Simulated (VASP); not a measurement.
Wanted: the native input for a VASP 6.6.1 run.

```
Task                   : relaxation of cell and atoms
Functional             : PBE
Potentials or basis    : VASP PAW PBE potentials, release 64 (Cd, F)
Cutoff                 : 600 eV
k mesh                 : 9 × 9 × 9
Occupations            : fermi-dirac, width 0.05 eV
Spin                   : no spin polarisation
Target pressure        : 20 GPa
Dipole correction      : no
Further INCAR settings : ALGO = Normal; EDIFF = 1e-07; IBRION = 2; EDIFFG = -0.01; NSW = 60; ISIF = 3
```

The structure of CdF2 lies in POSCAR:

```
CdF2
1.0
    0.0000000000      2.6940000000      2.6940000000
    2.6940000000      0.0000000000      2.6940000000
    2.6940000000      2.6940000000      0.0000000000
Cd F
1 2
Direct
    0.0000000000      0.0000000000      0.0000000000
    0.7500000000      0.7500000000      0.7500000000
    0.2500000000      0.2500000000      0.2500000000
```

These files were run (other wordings do the same):

INCAR

```
SYSTEM = CdF2
PREC = Accurate
ENCUT = 600
EDIFF = 1E-7
ISMEAR = -1
SIGMA = 0.05
LREAL = .FALSE.
LASPH = .TRUE.
NELM = 80
ALGO = Normal
ISIF = 3
LWAVE = .FALSE.
LCHARG = .FALSE.
GGA = PE
IBRION = 2
NSW = 60
EDIFFG = -0.01
PSTRESS = 200.0
```

KPOINTS

```
Automatic mesh
0
G
  9 9 9
  0 0 0
```

Potentials or basis: VASP PAW PBE potentials, release 64 (Cd, F).

Command:

```sh
$ cat potpaw_PBE.64/Cd/POTCAR potpaw_PBE.64/F/POTCAR > POTCAR
$ mpirun -np 1 vasp_std > vasp.out
```

It gave:

```
Relaxed volume                                         : 11.89 Å³/atom
Relaxed cell                                           : a = 3.695 Å, b = 3.695 Å, c = 3.695 Å, α = 60.00°, β = 60.00°, γ = 60.00°
Space group after relaxing (to 0.05 Å)                 : Fm-3m (No. 225)
Energy change on relaxing (the enthalpy is what falls) : +88.1 meV/atom
Ionic steps                                            : 5
Pressure after relaxing                                : 19.9 GPa
Band gap on the k mesh                                 : 3.43 eV, indirect (least direct gap 3.77 eV)
```

Caveat: the cell is relaxed towards a set pressure, so the enthalpy falls and the energy may rise.

It took 46 s on 1 thread of Intel(R) Xeon(R) 6975P-C (Granite Rapids), with other jobs on the host, peak memory 0.19 GiB.
